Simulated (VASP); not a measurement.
# WSe2 (P6_3/mmc) in VASP: further runs

WSe2 is run at these levels: PBEsol; tasks: single point.

All numbers are computed with VASP 6.6.1; they aren't measurements. Logs are shortened: lines on timing, memory, paths and dates and some standing lists are left out, and cuts for length are marked.

**1. The cell of the first run**

Symmetry: P6_3/mmc, No. 194, hexagonal system. Conventional cell: a = 3.271 Å, b = 3.271 Å, c = 13.224 Å, α = 90.00°, β = 90.00°, γ = 120.00°. Within 3.3 Å of W (site symmetry -6m2) lie 6 Se at 2.52 Å and 6 W at 3.27 Å. Se (site symmetry 3m) has 3 W at 2.52 Å and 6 Se at 3.27 Å within 3.3 Å.

**2. Single point, PBEsol**

INCAR

```
ALGO = Normal
EDIFF = 1E-7
ENCUT = 520
GGA = PS
ISIF = 2
ISMEAR = 0
LASPH = T
LCHARG = F
LREAL = F
LWAVE = F
NBANDS = 35
NELM = 100
PREC = Accurate
SIGMA = 0.02
```

KPOINTS

```
k-points
0
Gamma
  12 12 2
```

POSCAR

```
WSe2
1.0
    3.2710958760      0.0000000000      0.0000000000
   -1.6355479380      2.8328521268      0.0000000000
    0.0000000000      0.0000000000     13.2236708035
W Se
2 4
Direct
    0.6666666667      0.3333333333      0.7500000000
    0.3333333333      0.6666666667      0.2500000000
    0.3333333333      0.6666666667      0.8766071965
    0.6666666667      0.3333333333      0.3766071965
    0.3333333333      0.6666666667      0.6233928035
    0.6666666667      0.3333333333      0.1233928035
```

Potentials or basis: VASP PAW PBE potentials, release 64 (W_sv, Se).

Started as:

```bash
> cat potpaw_PBE.64/W_sv/POTCAR potpaw_PBE.64/Se/POTCAR > POTCAR
> mpirun -np 1 vasp_std > vasp.out
```

OUTCAR:

```text
EDIFF = 1E-7
   ENCUT = 520
   GGA = PS
   ISIF = 2
   ISMEAR = 0
   LASPH = T
   LREAL = F
   NELM = 100
   PREC = Accurate

 ion  position               nearest neighbor table
   1  0.667  0.333  0.750-   3 2.52   5 2.52   3 2.52   5 2.52   3 2.52   5 2.52
   2  0.333  0.667  0.250-   4 2.52   6 2.52   4 2.52   6 2.52   4 2.52   6 2.52
   3  0.333  0.667  0.877-   1 2.52   1 2.52   1 2.52
   4  0.667  0.333  0.377-   2 2.52   2 2.52   2 2.52
   5  0.333  0.667  0.623-   1 2.52   1 2.52   1 2.52
   6  0.667  0.333  0.123-   2 2.52   2 2.52   2 2.52

  LATTYP: Found a hexagonal cell.
 ALAT       =     3.2710958760
 C/A-ratio  =     4.0425812342

  Lattice vectors:

 A1 = (   3.2710958760,   0.0000000000,   0.0000000000)
 A2 = (  -1.6355479380,   2.8328521268,   0.0000000000)
 A3 = (   0.0000000000,   0.0000000000,  13.2236708035)

Analysis of symmetry for initial positions (statically):
=====================================================================
 Subroutine PRICEL returns:
 Original cell was already a primitive cell.

 Routine SETGRP: Setting up the symmetry group for a
 hexagonal supercell.

 Subroutine GETGRP returns: Found 24 space group operations
 (whereof 12 operations were pure point group operations)
 out of a pool of 24 trial point group operations.

The static configuration has the point symmetry D_3d.
 The point group associated with its full space group is D_6h.

Analysis of symmetry for dynamics (positions and initial velocities):
=====================================================================
 Subroutine PRICEL returns:
 Original cell was already a primitive cell.

 Routine SETGRP: Setting up the symmetry group for a
 hexagonal supercell.

 Subroutine GETGRP returns: Found 24 space group operations
 (whereof 12 operations were pure point group operations)
 out of a pool of 24 trial point group operations.

The dynamic configuration has the point symmetry D_3d.
 The point group associated with its full space group is D_6h.

 Subroutine INISYM returns: Found 24 space group operations
 (whereof 12 operations are pure point group operations),
 and found     1 'primitive' translations

----------------------------------------------------------------------------------------

                                     Primitive cell

  volume of cell :     122.5376

  direct lattice vectors                    reciprocal lattice vectors
     3.271095876  0.000000000  0.000000000     0.305707946  0.176500565  0.000000000
    -1.635547938  2.832852127  0.000000000     0.000000000  0.353001129  0.000000000
     0.000000000  0.000000000 13.223670803     0.000000000  0.000000000  0.075621967

  length of vectors
     3.271095876  3.271095876 13.223670803     0.353001129  0.353001129  0.075621967

  position of ions in fractional coordinates (direct lattice)
     0.666666667  0.333333333  0.750000000
     0.333333333  0.666666667  0.250000000
     0.333333333  0.666666667  0.876607196
     0.666666667  0.333333333  0.376607196
     0.333333333  0.666666667  0.623392804
     0.666666667  0.333333333  0.123392804

  ion indices of the primitive-cell ions
   primitive index   ion index
                 1           1
                 2           2
                 3           3
                 4           4
                 5           5
                 6           6

----------------------------------------------------------------------------------------

 KPOINTS: k-points

Automatic generation of k-mesh.
 Grid dimensions read from file:
 generate k-points for:   12   12    2

 Generating k-lattice:

  Cartesian coordinates                     Fractional coordinates (reciprocal lattice)
     0.025475662  0.014708380  0.000000000     0.083333333  0.000000000  0.000000000
     0.000000000  0.029416761  0.000000000     0.000000000  0.083333333  0.000000000
     0.000000000  0.000000000  0.037810984     0.000000000  0.000000000  0.500000000

  Length of vectors
     0.029416761  0.029416761  0.037810984

  Shift w.r.t. Gamma in fractional coordinates (k-lattice)
[... 55 lines left out ...]
  band No.  band energies     occupation
      1     -68.2222      2.00000
      2     -68.2222      2.00000
      3     -32.4847      2.00000
      4     -32.4847      2.00000
      5     -32.3554      2.00000
      6     -32.3554      2.00000
[... 27 lines left out ...]
     34       8.9941      0.00000
     35      11.1550      0.00000

 k-point     3 :       0.1667    0.0000    0.0000
  band No.  band energies     occupation
      1     -68.2201      2.00000
      2     -68.2201      2.00000
      3     -32.4758      2.00000
      4     -32.4757      2.00000
      5     -32.4017      2.00000
      6     -32.4016      2.00000
[... 27 lines left out ...]
     34       9.4488      0.00000
     35      12.0542      0.00000

 k-point     4 :       0.2500    0.0000    0.0000
  band No.  band energies     occupation
      1     -68.2173      2.00000
      2     -68.2172      2.00000
      3     -32.4642      2.00000
      4     -32.4642      2.00000
      5     -32.4636      2.00000
      6     -32.4636      2.00000
[... 27 lines left out ...]
     34       9.9055      0.00000
     35      12.3246      0.00000

 k-point     5 :       0.3333    0.0000    0.0000
  band No.  band energies     occupation
      1     -68.2145      2.00000
      2     -68.2144      2.00000
      3     -32.5260      2.00000
      4     -32.5260      2.00000
      5     -32.4514      2.00000
      6     -32.4514      2.00000
[... 638 lines left out ...]
 k-point    22 :       0.1667    0.0000    0.5000
  band No.  band energies     occupation
      1     -68.2201      2.00000
      2     -68.2201      2.00000
      3     -32.4757      2.00000
      4     -32.4757      2.00000
      5     -32.4016      2.00000
      6     -32.4016      2.00000
[... 27 lines left out ...]
     34       9.3786      0.00000
     35      12.3818      0.00000

 k-point    23 :       0.2500    0.0000    0.5000
  band No.  band energies     occupation
      1     -68.2172      2.00000
      2     -68.2172      2.00000
      3     -32.4642      2.00000
      4     -32.4642      2.00000
      5     -32.4636      2.00000
      6     -32.4636      2.00000
[... 27 lines left out ...]
     34       9.7801      0.00000
     35      12.3867      0.00000

 k-point    24 :       0.3333    0.0000    0.5000
  band No.  band energies     occupation
      1     -68.2144      2.00000
      2     -68.2144      2.00000
      3     -32.5260      2.00000
      4     -32.5260      2.00000
      5     -32.4514      2.00000
      6     -32.4514      2.00000
[... 27 lines left out ...]
     34      10.0489      0.00000
     35      11.6396      0.00000

 [... further k-points ...]

------------------------ aborting loop because EDIFF is reached ----------------------------------------

  FORCE on cell =-STRESS in cart. coord.  units (eV):
  Direction    XX          YY          ZZ          XY          YZ          ZX
  --------------------------------------------------------------------------------------
  -------------------------------------------------------------------------------------
  Total        0.2817238      0.2817238      0.3991506      0.0000000     -0.0000000     -0.0000000
  in kB        3.6835356      3.6835356      5.2188902      0.0000000     -0.0000000     -0.0000000
  external PRESSURE =       4.1953204 kB  Pullay stress =       0.0000000 kB

 VOLUME and BASIS-vectors are now :
 -----------------------------------------------------------------------------
  energy-cutoff  :      520.00
  volume of cell :      122.54
      direct lattice vectors                 reciprocal lattice vectors
     3.271095876  0.000000000  0.000000000     0.305707946  0.176500565  0.000000000
    -1.635547938  2.832852127  0.000000000     0.000000000  0.353001129  0.000000000
     0.000000000  0.000000000 13.223670803     0.000000000  0.000000000  0.075621967

 POSITION                                       TOTAL-FORCE (eV/Angst)
 -----------------------------------------------------------------------------------
      1.63555      0.94428      9.91775         0.000000      0.000000      0.000000
     -0.00000      1.88857      3.30592        -0.000000     -0.000000      0.000000
     -0.00000      1.88857     11.59196         0.000000      0.000000      0.060343
      1.63555      0.94428      4.98013        -0.000000     -0.000000      0.060343
     -0.00000      1.88857      8.24354        -0.000000      0.000000     -0.060343
      1.63555      0.94428      1.63171        -0.000000     -0.000000     -0.060343
 -----------------------------------------------------------------------------------
    total drift:                                0.000000     -0.000000      0.000000

  FREE ENERGIE OF THE ION-ELECTRON SYSTEM (eV)
  ---------------------------------------------------
  free  energy   TOTEN  =       -46.5506488857 eV

  energy  without entropy=      -46.5506488857  energy(sigma->0) =      -46.55064889
```

Run time: 72 s. Hardware: 1 thread of Intel Xeon 6975P-C (Granite Rapids), shared host; peak memory 0.3 GiB.

What came out:

```yaml
Free_energy: -46.5506 eV
Pressure: 0.4 GPa
Largest_force: 0.060 eV/Å
Band_gap_on_the_k_mesh: 1.04 eV, indirect (least direct gap 1.59 eV)
```

Forces on the atoms (eV/Å):
```
W    0.000  0.000  0.000
W    0.000  0.000  0.000
Se   0.000  0.000  0.060
Se   0.000  0.000  0.060
Se   0.000  0.000 -0.060
Se   0.000  0.000 -0.060
```

Levels at points of the mesh, in eV from the valence-band top:
| k point | band 24 | band 25 | band 26 | band 27 | band 28 | band 29 |
| --- | --- | --- | --- | --- | --- | --- |
| (0.00, 0.00, 0.00) | -1.19 | -1.09 | 0.00 | 2.80 | 2.80 | 2.84 |
| (0.50, 0.00, 0.00) | -1.23 | -1.19 | -0.99 | 2.28 | 2.31 | 2.42 |
| (0.00, 0.00, 0.50) | -1.40 | -0.24 | -0.24 | 2.81 | 2.81 | 2.81 |
| (0.50, 0.00, 0.50) | -1.27 | -1.09 | -1.09 | 2.30 | 2.30 | 2.63 |

Caveat: the PAW data sets were made with another functional, which shifts forces and pressure a little; spin-orbit coupling is left out, which moves the levels of the heavy elements; this functional lacks dispersion, which binds the layers, so the pressure and a relaxed spacing across them are unreliable. PBEsol gaps usually lie below the measured ones, often by a third to a half.

**3. Single point, PBEsol (biaxial strain in the a-b plane: +2.0 %, then relaxed in part)**

INCAR

```
SYSTEM = WSe2
PREC = Accurate
ENCUT = 520
EDIFF = 1E-6
ISMEAR = 0
SIGMA = 0.02
LREAL = .FALSE.
LASPH = .TRUE.
NELM = 100
ALGO = Normal
ISIF = 2
LWAVE = .FALSE.
LCHARG = .FALSE.
GGA = PS
NBANDS = 35
```

KPOINTS

```
regular mesh
0
G
  12 12 2
  0 0 0
```

POSCAR

```
WSe2
1.0
    3.3365177760      0.0000000000      0.0000000000
   -1.6682588880      2.8895091542      0.0000000000
    0.0000000000      0.0000000000     13.1126478229
W Se
2 4
Direct
    0.6666666667      0.3333333333      0.7500000000
    0.3333333333      0.6666666667      0.2500000000
    0.3333333333      0.6666666667      0.8758074924
    0.6666666667      0.3333333333      0.3758074924
    0.3333333333      0.6666666667      0.6241925076
    0.6666666667      0.3333333333      0.1241925076
```

Potentials or basis: VASP PAW PBE potentials, release 64 (W_sv, Se).

Started as:

```bash
> cat potpaw_PBE.64/W_sv/POTCAR potpaw_PBE.64/Se/POTCAR > POTCAR
> mpirun -np 1 vasp_std > vasp.out
```

It took 3.1 min on 1 thread of Intel Xeon 6975P-C, shared host; peak memory 0.34 GiB.

Results (log left out):

| Quantity | Value |
| --- | --- |
| Free energy | -46.4893 eV |
| Pressure | -2.5 GPa |
| Largest force | 0.059 eV/Å |
| Band gap on the k mesh | 0.99 eV, indirect (least direct gap 1.35 eV) |

Forces in eV/Å, atoms in the order of the input:
```
W    0.000  0.000  0.000
W    0.000  0.000  0.000
Se   0.000  0.000  0.059
Se   0.000  0.000  0.059
Se   0.000  0.000 -0.059
Se   0.000  0.000 -0.059
```

Stress tensor (GPa, compression positive):
```
-3.93  0.00  0.00
 0.00 -3.93  0.00
 0.00  0.00  0.47
```

Levels at points of the mesh, in eV from the valence-band top:
```csv
k point,band 23,band 24,band 25,band 26,band 27,band 28,band 29,band 30
"(0.00, 0.00, 0.00)",-1.71,-1.10,-0.98,0.00,2.47,2.47,2.51,2.51
"(0.50, 0.00, 0.00)",-1.53,-1.45,-1.34,-1.30,1.86,1.90,2.16,2.37
"(0.00, 0.00, 0.50)",-1.74,-1.74,-0.20,-0.20,2.48,2.48,2.48,2.48
"(0.50, 0.00, 0.50)",-1.43,-1.43,-1.36,-1.36,1.88,1.88,2.29,2.29
```

Caveat: the cell differs from its parent crystal (biaxial strain in the a-b plane: +2.0 %, then relaxed in part); the PAW data sets were made with another functional, which shifts forces and pressure a little; spin-orbit coupling is left out, which moves the levels of the heavy elements; this functional lacks dispersion, which binds the layers, so the pressure and a relaxed spacing across them are unreliable.

**4. Single point, PBEsol (biaxial strain in the a-b plane: +3.0 %)**

INCAR

```
PREC = Accurate
ENCUT = 520
EDIFF = 1E-6
ISMEAR = 0
SIGMA = 0.02
LREAL = F
LASPH = T
NELM = 60
ALGO = Normal
ISIF = 2
LWAVE = F
LCHARG = F
GGA = PS
NBANDS = 35
```

KPOINTS

```
regular mesh
0
Gamma
  12 12 2
```

POSCAR, as its differences from that of step 3:

```diff
@@ -2,5 +2,5 @@
 1.0
-    3.3365177760      0.0000000000      0.0000000000
-   -1.6682588880      2.8895091542      0.0000000000
-    0.0000000000      0.0000000000     13.1126478229
+    3.3692287346      0.0000000000      0.0000000000
+   -1.6846143673      2.9178376753      0.0000000000
+    0.0000000000      0.0000000000     12.9856457766
 W Se
```

Started as:

```bash
> cat potpaw_PBE.64/W_sv/POTCAR potpaw_PBE.64/Se/POTCAR > POTCAR
> mpirun -np 1 vasp_std > vasp.out
```

Wall time 3 min (1 thread of Intel Xeon 6975P-C, shared host); peak memory 0.34 GiB.

Results (log left out):

```yaml
Free_energy: -46.4092 eV
Pressure: -3.4 GPa
Largest_force: 0.127 eV/Å
Band_gap_on_the_k_mesh: 0.81 eV, indirect (least direct gap 1.23 eV)
```

Forces on the atoms (eV/Å):
```
W    0.000  0.000  0.000
W    0.000  0.000  0.000
Se   0.000  0.000  0.127
Se   0.000  0.000  0.127
Se   0.000  0.000 -0.127
Se   0.000  0.000 -0.127
```

Stress tensor (GPa, compression positive):
```
-5.65  0.00  0.00
 0.00 -5.65  0.00
 0.00  0.00  1.14
```

Levels at points of the mesh, in eV from the valence-band top:
```tsv
k point	band 22	band 23	band 24	band 25	band 26	band 27	band 28	band 29	band 30	band 31
(0.00, 0.00, 0.00)	-1.89	-1.89	-1.01	-0.93	0.00	2.30	2.30	2.34	2.34	2.49
(0.50, 0.00, 0.00)	-2.31	-1.73	-1.53	-1.52	-1.35	1.65	1.69	1.99	2.14	2.76
(0.00, 0.00, 0.50)	-1.92	-1.92	-1.92	-0.18	-0.18	2.31	2.31	2.31	2.31	2.60
(0.50, 0.00, 0.50)	-2.44	-1.62	-1.62	-1.42	-1.42	1.67	1.67	2.08	2.08	3.13
```

Caveat: the cell differs from its parent crystal (biaxial strain in the a-b plane: +3.0 %); the PAW data sets were made with another functional, which shifts forces and pressure a little; spin-orbit coupling is left out, which moves the levels of the heavy elements; this functional lacks dispersion, which binds the layers, so the pressure and a relaxed spacing across them are unreliable. A k mesh can miss the band edges.

**5. Single point, PBEsol (biaxial strain in the a-b plane: +3.0 %, then relaxed in part)**

INCAR

```
SYSTEM = WSe2
PREC     = Accurate       ! precision mode
ENCUT    = 520            ! plane-wave cutoff, eV
EDIFF    = 1E-7           ! SCF threshold, eV
ISMEAR   = 0              ! smearing method
SIGMA    = 0.02           ! smearing width, eV
LREAL    = .False.        ! projectors in reciprocal space
LASPH    = .True.         ! aspherical terms in the spheres
NELM     = 60             ! most SCF steps
ALGO     = Normal         ! electronic algorithm
ISIF     = 2              ! what is computed and relaxed
LWAVE    = .False.        ! write WAVECAR
LCHARG   = .False.        ! write CHGCAR
GGA      = PS             ! functional
NBANDS   = 35             ! bands
```

KPOINTS

```
regular mesh
0
Gamma
  12 12 2
  0 0 0
```

POSCAR

```
WSe2
1.0
    3.3692287346      0.0000000000      0.0000000000
   -1.6846143673      2.9178376753      0.0000000000
    0.0000000000      0.0000000000     13.0484636375
W Se
2 4
Direct
    0.6666666667      0.3333333333      0.7500000000
    0.3333333333      0.6666666667      0.2500000000
    0.3333333333      0.6666666667      0.8755366117
    0.6666666667      0.3333333333      0.3755366117
    0.3333333333      0.6666666667      0.6244633883
    0.6666666667      0.3333333333      0.1244633883
```

Started as:

```bash
> cat potpaw_PBE.64/W_sv/POTCAR potpaw_PBE.64/Se/POTCAR > POTCAR
> mpirun -np 1 vasp_std > vasp.out
```

Wall time 3 min (1 thread of Intel Xeon 6975P-C, shared host); peak memory 0.33 GiB.

The run converged. Its results:

* Free energy: -46.4111 eV
* Pressure: -3.8 GPa
* Largest force: 0.054 eV/Å
* Band gap on the k mesh: 0.84 eV, indirect (least direct gap 1.24 eV)

Forces in eV/Å, atoms in the order of the input:
```
W    0.000  0.000  0.000
W    0.000  0.000  0.000
Se   0.000  0.000  0.054
Se   0.000  0.000  0.054
Se   0.000  0.000 -0.054
Se   0.000  0.000 -0.054
```

Stress tensor (GPa, compression positive):
```
-5.86  0.00  0.00
 0.00 -5.86  0.00
 0.00  0.00  0.44
```

Levels at points of the mesh, in eV from the valence-band top:
```csv
k point,band 22,band 23,band 24,band 25,band 26,band 27,band 28,band 29,band 30,band 31
"(0.00, 0.00, 0.00)",-1.85,-1.85,-1.03,-0.92,0.00,2.32,2.32,2.36,2.36,2.51
"(0.50, 0.00, 0.00)",-2.30,-1.68,-1.50,-1.49,-1.32,1.68,1.72,2.02,2.16,2.78
"(0.00, 0.00, 0.50)",-1.88,-1.88,-1.88,-0.18,-0.18,2.33,2.33,2.33,2.33,2.61
"(0.50, 0.00, 0.50)",-2.43,-1.59,-1.59,-1.39,-1.39,1.69,1.69,2.11,2.11,3.14
```

Caveat: the cell differs from its parent crystal (biaxial strain in the a-b plane: +3.0 %, then relaxed in part); the PAW data sets were made with another functional, which shifts forces and pressure a little; spin-orbit coupling is left out, which moves the levels of the heavy elements; this functional lacks dispersion, which binds the layers, so the pressure and a relaxed spacing across them are unreliable. A k mesh can miss the band edges.

**6. Summary**

```csv
cell,gap on the mesh (eV),pressure (GPa),largest force (eV/Å)
"a = 3.271, b = 3.271, c = 13.224 Å, angles 90.0, 90.0, 120.0°, 6 atoms",1.04,0.4,0.06
"a = 3.337, b = 3.337, c = 13.113 Å, angles 90.0, 90.0, 120.0°, 6 atoms",0.99,-2.5,0.06
"a = 3.369, b = 3.369, c = 12.986 Å, angles 90.0, 90.0, 120.0°, 6 atoms",0.81,-3.4,0.13
"a = 3.369, b = 3.369, c = 13.048 Å, angles 90.0, 90.0, 120.0°, 6 atoms",0.84,-3.8,0.05
```

Alike in all rows: task single point; level PBEsol; potentials or basis VASP PAW PBE potentials, release 64 (W_sv, Se); no spin polarisation; k mesh 12 × 12 × 2; cutoff (eV) 520; smearing gaussian 0.02 eV.

Caveats: the PAW data sets were made with another functional, which shifts forces and pressure a little; spin-orbit coupling is left out, which moves the levels of the heavy elements; this functional lacks dispersion, which binds the layers, so the pressure and a relaxed spacing across them are unreliable.

Total energies depend on the potentials used, so only differences within one code and one set of settings carry meaning.
